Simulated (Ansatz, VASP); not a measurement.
## Cu4W in VASP and in Ansatz

```xyz
5
Lattice="4.3980 0.0000 0.0000 0.0000 4.3980 0.0000 0.0000 0.0000 4.3980" Properties=species:S:1:pos:R:3 pbc="T T T"
Cu    1.3556    1.3556    1.3556
Cu    3.0424    3.0424    1.3556
Cu    1.3556    3.0424    3.0424
Cu    3.0424    1.3556    3.0424
W     0.0000    0.0000    0.0000
```

Change from the starting cell: species swapped into the SnI4 type (P-43m, No. 215).

Alike in both runs: functional PBE; k mesh 4 × 4 × 4; occupations gaussian, width 0.1 eV; no spin polarisation.

Ansatz relaxed the structure, and its values are those at the end. VASP's run is a single point on that final structure, the one shown.

|  | VASP | Ansatz |
| --- | --- | --- |
| version | VASP 6.6.1 | Ansatz 0.2.0 |
| potentials or method | VASP PAW PBE potentials, release 64 (Cu, W_sv), cutoff 520 eV | scalar-relativistic, plane waves, PAW |
| valence electrons in the cell | 58 | 90 |

Ansatz gave:

```
gap on the k mesh at the Fermi level (eV) : none
pressure (GPa)                            : -0.3
rms of the force components (eV/Å)        : 0.009
```

Q: Which values does VASP return?

A: gap on the k mesh at the Fermi level (eV): none; pressure (GPa): 0.3; rms of the force components (eV/Å): 0.007.

A gap of «none» marks a metal or a gap that the smearing closes. With one functional, cell and mesh, what is left measures potentials, basis and numerics. VASP's potentials hold 58 valence electrons a cell and Ansatz's 90, so a difference there can come from the potentials and not from the codes.

Spin-orbit coupling is off throughout.
